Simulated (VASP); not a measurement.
# LiNbO3 (R3c) in VASP: single point with r2SCAN

Aim: the single point of LiNbO3 with r2SCAN.

All numbers are computed with VASP 6.6.1; they aren't measurements. Logs are shortened: lines on timing, memory, paths and dates and some standing lists are left out, and cuts for length are marked.

## Step 1: The cell of the first run

The structure is trigonal, space group R3c (No. 161). Conventional cell: a = 5.185 Å, b = 5.185 Å, c = 13.688 Å, α = 90.00°, β = 90.00°, γ = 120.00°. Li (site symmetry 3) has 6 O at 1.97 to 2.62 Å within 2.7 Å. Within 2.5 Å of Nb (site symmetry 3) lie 6 O at 1.91 to 2.08 Å. O (site symmetry 1) has 2 Nb at 1.91 to 2.08 Å and 1 Li at 1.97 Å within 2.5 Å.

## Step 2: Single point, r2SCAN

The input, POSCAR:

```
LiNbO3
1.0
    2.5923872641      1.4967154848      4.5628211618
   -2.5923872641      1.4967154848      4.5628211618
    0.0000000000     -2.9934309695      4.5628211619
Li Nb O
2 2 6
Direct
    0.2598342414      0.2598411848      0.2598370450
    0.7598409809      0.7598340375      0.7598375092
    0.0061032540      0.0061001680      0.0061010429
    0.5061002982      0.5061033841      0.5061008390
    0.1224918220      0.3681464774      0.7418437113
    0.7418432072      0.1224928415      0.3681468387
    0.3681446038      0.7418441716      0.1224930161
    0.8681465844      0.6224919290      0.2418438082
    0.2418441525      0.8681448687      0.6224926430
    0.6224928404      0.2418433080      0.8681463925
```

The input, INCAR.step1:

```
PREC = Accurate ; ENCUT = 520
ISMEAR = 0 ; SIGMA = 0.05
LREAL = False ; LASPH = True
NELM = 100 ; NBANDS = 45
GGA = PE ; ALGO = Normal
EDIFF = 1E-4 ; LWAVE = True
LCHARG = False
```

The input, INCAR.step2:

```
PREC = Accurate ; ENCUT = 520
EDIFF = 1E-7 ; ISMEAR = 0
SIGMA = 0.05 ; LREAL = False
LASPH = True ; NELM = 100
ALGO = Normal ; ISIF = 2
LWAVE = False ; LCHARG = True
METAGGA = R2SCAN ; LMIXTAU = True
LELF = True ; LVHAR = True
NBANDS = 45 ; ISTART = 1
```

The input, KPOINTS:

```
Automatic mesh
0
Gamma
  6 6 6
```

Potentials or basis: VASP PAW PBE potentials, release 64 (Li_sv, Nb_sv, O).

Command:

```bash
cat potpaw_PBE.64/Li_sv/POTCAR potpaw_PBE.64/Nb_sv/POTCAR potpaw_PBE.64/O/POTCAR > POTCAR
cp INCAR.step1 INCAR
mpirun -np 1 vasp_std > vasp.out
cp INCAR.step2 INCAR
mpirun -np 1 vasp_std > vasp.out
```

OUTCAR:

```text
PREC = Accurate
   ENCUT = 520
   EDIFF = 1E-7
   ISMEAR = 0
   LREAL = False
   LASPH = True
   NELM = 100
   ISIF = 2
   METAGGA = R2SCAN
   ISTART = 1

 ion  position               nearest neighbor table
   1  0.260  0.260  0.260-   8 1.97  10 1.97   9 1.97
   2  0.760  0.760  0.760-   5 1.97   6 1.97   7 1.97
   3  0.006  0.006  0.006-   7 1.91   5 1.91   6 1.91   9 2.08   8 2.08  10 2.08
   4  0.506  0.506  0.506-   9 1.91   8 1.91  10 1.91   7 2.08   5 2.08   6 2.08
   5  0.122  0.368  0.742-   3 1.91   2 1.97   4 2.08
   6  0.742  0.122  0.368-   3 1.91   2 1.97   4 2.08
   7  0.368  0.742  0.122-   3 1.91   2 1.97   4 2.08
   8  0.868  0.622  0.242-   4 1.91   1 1.97   3 2.08
   9  0.242  0.868  0.622-   4 1.91   1 1.97   3 2.08
  10  0.622  0.242  0.868-   4 1.91   1 1.97   3 2.08

  LATTYP: Found a trigonal (rhomboedric) cell.
 ALAT       =     5.4571023377
 COS(alpha) =     0.5486581990

  Lattice vectors:

 A1 = (   2.5923872641,   1.4967154848,   4.5628211618)
 A2 = (  -2.5923872641,   1.4967154848,   4.5628211618)
 A3 = (   0.0000000000,  -2.9934309695,   4.5628211619)

Analysis of symmetry for initial positions (statically):
=====================================================================
 Subroutine PRICEL returns:
 Original cell was already a primitive cell.

 Routine SETGRP: Setting up the symmetry group for a
 trigonal (rhombohedral) supercell.

 Subroutine GETGRP returns: Found  2 space group operations
 (whereof  1 operations were pure point group operations)
 out of a pool of 12 trial point group operations.

The static configuration has the point symmetry C_1 .
 The point group associated with its full space group is C_1h.

Analysis of symmetry for dynamics (positions and initial velocities):
=====================================================================
 Subroutine PRICEL returns:
 Original cell was already a primitive cell.

 Routine SETGRP: Setting up the symmetry group for a
 trigonal (rhombohedral) supercell.

 Subroutine GETGRP returns: Found  2 space group operations
 (whereof  1 operations were pure point group operations)
 out of a pool of 12 trial point group operations.

The dynamic configuration has the point symmetry C_1 .
 The point group associated with its full space group is C_1h.

 Subroutine INISYM returns: Found  2 space group operations
 (whereof  1 operations are pure point group operations),
 and found     1 'primitive' translations

----------------------------------------------------------------------------------------

                                     Primitive cell

  volume of cell :     106.2243

  direct lattice vectors                    reciprocal lattice vectors
     2.592387264  1.496715485  4.562821162     0.192872418  0.111354942  0.073054218
    -2.592387264  1.496715485  4.562821162    -0.192872418  0.111354942  0.073054218
     0.000000000 -2.993430969  4.562821162     0.000000000 -0.222709885  0.073054218

  length of vectors
     5.457102338  5.457102338  5.457102338     0.234385605  0.234385605  0.234385605

  position of ions in fractional coordinates (direct lattice)
     0.259834241  0.259841185  0.259837045
     0.759840981  0.759834037  0.759837509
     0.006103254  0.006100168  0.006101043
     0.506100298  0.506103384  0.506100839
     0.122491822  0.368146477  0.741843711
     0.741843207  0.122492841  0.368146839
     0.368144604  0.741844172  0.122493016
     0.868146584  0.622491929  0.241843808
     0.241844153  0.868144869  0.622492643
     0.622492840  0.241843308  0.868146393

  ion indices of the primitive-cell ions
   primitive index   ion index
                 1           1
                 2           2
                 3           3
                 4           4
                 5           5
                 6           6
                 7           7
                 8           8
                 9           9
                10          10

----------------------------------------------------------------------------------------

 KPOINTS: Automatic mesh

Automatic generation of k-mesh.
 Grid dimensions read from file:
 generate k-points for:    6    6    6

 Generating k-lattice:

  Cartesian coordinates                     Fractional coordinates (reciprocal lattice)
     0.032145403  0.018559157  0.012175703     0.166666667 -0.000000000 -0.000000000
    -0.032145403  0.018559157  0.012175703    -0.000000000  0.166666667 -0.000000000
     0.000000000 -0.037118314  0.012175703     0.000000000  0.000000000  0.166666667

  Length of vectors
     0.039064267  0.039064267  0.039064267

  Shift w.r.t. Gamma in fractional coordinates (k-lattice)
     0.000000000  0.000000000  0.000000000

 Subroutine IBZKPT returns following result:
 ===========================================

 Found     68 irreducible k-points:

 Following reciprocal coordinates:
            Coordinates               Weight
  0.000000  0.000000  0.000000      1.000000
  0.166667 -0.000000 -0.000000      4.000000
 -0.000000 -0.000000  0.166667      2.000000
  0.333333 -0.000000 -0.000000      4.000000
  0.000000  0.000000  0.333333      2.000000
  0.500000 -0.000000 -0.000000      2.000000
[... 16 lines left out ...]
  0.500000  0.333333 -0.000000      4.000000
  0.500000 -0.000000 -0.333333      4.000000
 [... further k-points ...]
   k-points           NKPTS =     68   k-points in BZ     NKDIM =     68   number of bands    NBANDS=     45
   number of dos      NEDOS =    301   number of ions     NIONS =     10
   total plane-waves  NPLWV =  74088
   dimension x,y,z NGX =    42 NGY =   42 NGZ =   42
   dimension x,y,z NGXF=    84 NGYF=   84 NGZF=   84
   ions per type =               2   2   6
   NGX,Y,Z   is equivalent  to a cutoff of  12.79, 12.79, 12.79 a.u.
   NGXF,Y,Z  is equivalent  to a cutoff of  25.59, 25.59, 25.59 a.u.
 SYSTEM =  unknown system
   PREC   = accura    normal or accurate (medium, high low for compatibility)
   ISTART =      1    job   : 0-new  1-cont  2-samecut
   ICHARG =      0    charge: 1-file 2-atom 10-const
   ISPIN  =      1    spin polarized calculation?
   LNONCOLLINEAR =      F non collinear calculations
   LSORBIT =      F    spin-orbit coupling
   LASPH  =      T    aspherical Exc in radial PAW
   ENCUT  =  520.0 eV  38.22 Ry    6.18 a.u.  10.15 10.15 10.15*2*pi/ulx,y,z
   NELM   =    100;   NELMIN=  2; NELMDL=  0     # of ELM steps
   EDIFF  = 0.1E-06   stopping-criterion for ELM
   LREAL  =      F    real-space projection
   EDIFFG = 0.1E-05   stopping-criterion for IOM
   NSW    =      0    number of steps for IOM
   IBRION =     -1    ionic relax: 0-MD 1-quasi-New 2-CG
   NFREE  =      0    steps in history (QN), initial steepest desc. (CG)
   ISIF   =      2    stress and relaxation
   ISYM   =      2    0-nonsym 1-usesym 2-fastsym
   POTIM  = 0.5000    time-step for ionic-motion
   TEBEG  =    0.0;   TEEND  =   0.0 temperature during run
   PSTRESS=    0.0 pullay stress
   NELECT =      68.0000    total number of electrons
   NUPDOWN=      -1.0000    fix difference up-down
   EMIN   =  10.00;   EMAX   =-10.00  energy-range for DOS
   EFERMI =   0.00;   METHOD = LEGACY
   ISMEAR =     0;   SIGMA  =   0.05  broadening in eV -4-tet -1-fermi 0-gaus
   EFERMI_NEDOS =   21; number of points for ismear=-14 and -15
   IALGO  =     38    algorithm
   IMIX   =      4    mixing-type and parameters
     AMIX     =   0.40;   BMIX     =  1.00
     AMIX_MAG =   1.60;   BMIX_MAG =  1.00
  volume/ion in A,a.u.               =      10.62        71.68
  Fermi-wavevector in a.u.,A,eV,Ry     =   1.410923  2.666257 27.085153  1.990703
  Thomas-Fermi vector in A             =   2.532827
   LORBIT       =      0    0 simple, 1 ext, 2 COOP (PROOUT), +10 PAW based schemes
   METAGGA = R2SCAN    functional components
   LHFCALC =     F    Hartree Fock is set to
   AEXX    =    0.0000 exact exchange contribution
   IVDW    =     0    specifies the selected vdW correction
   LEPSILON=     F    determine dielectric tensor
   LRPA    =     F    only Hartree local field effects (RPA)
 non-spin polarized calculation
 Gauss-broadening in eV      SIGMA  =   0.05
  energy-cutoff  :      520.00
  volume of cell :      106.22
 maximum number of plane-waves:      2908
 NGX is ok and might be reduce to    42
   NGX = 21   NGY = 21   NGZ = 21

 number of electron      67.9999992 magnetization

 Free energy of the ion-electron system (eV)
  ---------------------------------------------------
  ext. energy  EPLUGINS =         0.00000000
  ---------------------------------------------------
  free energy    TOTEN  =      -118.41272904 eV

  energy without entropy =     -118.41272904  energy(sigma->0) =     -118.41272904

 E-fermi :   3.6987     XC(G=0): -11.4832

 val. band max:        3.2863087275   @ k =  -0.1667   0.1667   0.0000
 cond. band min:       6.7797461553   @ k =   0.0000   0.0000   0.0000
 fundamental gap:      3.4934374278
 Fermi energy:         3.6987111906

 k-point     1 :       0.0000    0.0000    0.0000
  band No.  band energies     occupation
      1     -52.7113      2.00000
      2     -52.6939      2.00000
      3     -40.7362      2.00000
      4     -40.7343      2.00000
      5     -28.2662      2.00000
      6     -28.2662      2.00000
[... 37 lines left out ...]
     44      14.5085      0.00000
     45      14.5087      0.00000

 k-point     2 :       0.1667   -0.0000   -0.0000
  band No.  band energies     occupation
      1     -52.7101      2.00000
      2     -52.6950      2.00000
      3     -40.7361      2.00000
      4     -40.7344      2.00000
      5     -28.2551      2.00000
      6     -28.2539      2.00000
[... 37 lines left out ...]
     44      14.2948      0.00000
     45      14.2954      0.00000

 k-point     3 :      -0.0000   -0.0000    0.1667
  band No.  band energies     occupation
      1     -52.7101      2.00000
      2     -52.6950      2.00000
      3     -40.7361      2.00000
      4     -40.7344      2.00000
      5     -28.2551      2.00000
      6     -28.2539      2.00000
[... 37 lines left out ...]
     44      14.2948      0.00000
     45      14.2954      0.00000

 k-point     4 :       0.3333   -0.0000   -0.0000
  band No.  band energies     occupation
      1     -52.7069      2.00000
      2     -52.6982      2.00000
      3     -40.7358      2.00000
      4     -40.7348      2.00000
      5     -28.2232      2.00000
      6     -28.2200      2.00000
[... 901 lines left out ...]
     44      13.4490      0.00000
     45      14.6205      0.00000

 k-point    23 :       0.5000    0.3333   -0.0000
  band No.  band energies     occupation
      1     -52.7050      2.00000
      2     -52.7000      2.00000
      3     -40.7356      2.00000
      4     -40.7350      2.00000
      5     -28.2647      2.00000
      6     -28.2592      2.00000
[... 37 lines left out ...]
     44      13.9680      0.00000
     45      14.3136      0.00000

 k-point    24 :       0.5000   -0.0000   -0.3333
  band No.  band energies     occupation
      1     -52.7050      2.00000
      2     -52.7000      2.00000
      3     -40.7356      2.00000
      4     -40.7350      2.00000
      5     -28.2647      2.00000
      6     -28.2592      2.00000
[... 37 lines left out ...]
     44      13.9680      0.00000
     45      14.3138      0.00000

 [... further k-points ...]

------------------------ aborting loop because EDIFF is reached ----------------------------------------

  FORCE on cell =-STRESS in cart. coord.  units (eV):
  Direction    XX          YY          ZZ          XY          YZ          ZX
  --------------------------------------------------------------------------------------
  -------------------------------------------------------------------------------------
  Total        0.3391247      0.3383960      0.9415424      0.0000000      0.0000967      0.0000000
  in kB        5.1150058      5.1040160     14.2012520      0.0000000      0.0014580      0.0000000
  external PRESSURE =       8.1400913 kB  Pullay stress =       0.0000000 kB

 VOLUME and BASIS-vectors are now :
 -----------------------------------------------------------------------------
  energy-cutoff  :      520.00
  volume of cell :      106.22
      direct lattice vectors                 reciprocal lattice vectors
     2.592387264  1.496715485  4.562821162     0.192872418  0.111354942  0.073054218
    -2.592387264  1.496715485  4.562821162    -0.192872418  0.111354942  0.073054218
     0.000000000 -2.993430969  4.562821162     0.000000000 -0.222709885  0.073054218

 POSITION                                       TOTAL-FORCE (eV/Angst)
 -----------------------------------------------------------------------------------
     -0.00002      0.00000      3.55678         0.000043      0.000004      0.251669
      0.00002      0.00000     10.40101        -0.000043      0.000004      0.251669
      0.00001      0.00000      0.08352        -0.000425     -0.000167      0.104748
     -0.00001      0.00000      6.92775         0.000425     -0.000167      0.104748
     -0.63683     -1.48631      5.62360        -0.024791      0.024972     -0.118817
      1.60560      0.19164      5.62360        -0.009089     -0.033894     -0.118877
     -0.96877      1.29466      5.62359         0.034210      0.009084     -0.118723
      0.63683      1.50712      7.90501         0.024791      0.024972     -0.118817
     -1.62361     -0.20205      7.90500        -0.034210      0.009084     -0.118723
      0.98679     -1.30507      7.90501         0.009089     -0.033894     -0.118877
 -----------------------------------------------------------------------------------
    total drift:                               -0.000512      0.000003      0.032787

  FREE ENERGIE OF THE ION-ELECTRON SYSTEM (eV)
  ---------------------------------------------------
  free  energy   TOTEN  =      -118.4127290382 eV

  energy  without entropy=     -118.4127290382  energy(sigma->0) =     -118.41272904
```

It took 19 min on 1 thread of Intel Xeon 6975P-C (Granite Rapids), shared host; peak memory 0.45 GiB.

What came out:

```yaml
Free_energy: -118.4127 eV
Largest_force: 0.252 eV/Å
Band_gap_on_the_k_mesh: 3.49 eV (least direct gap 3.57 eV)
```

Forces in eV/Å, atoms in the order of the input:
```
Li   0.000  0.000  0.252
Li   0.000  0.000  0.252
Nb   0.000  0.000  0.105
Nb   0.000  0.000  0.105
O   -0.025  0.025 -0.119
O   -0.009 -0.034 -0.119
O    0.034  0.009 -0.119
O    0.025  0.025 -0.119
O   -0.034  0.009 -0.119
O    0.009 -0.034 -0.119
```

Caveat: the cutoff is under 1.25 times the usual one of these potentials, so pressure, stress and relaxed cells hold a basis-set (Pulay) error; the PAW data sets were made with another functional, which shifts forces and pressure a little.
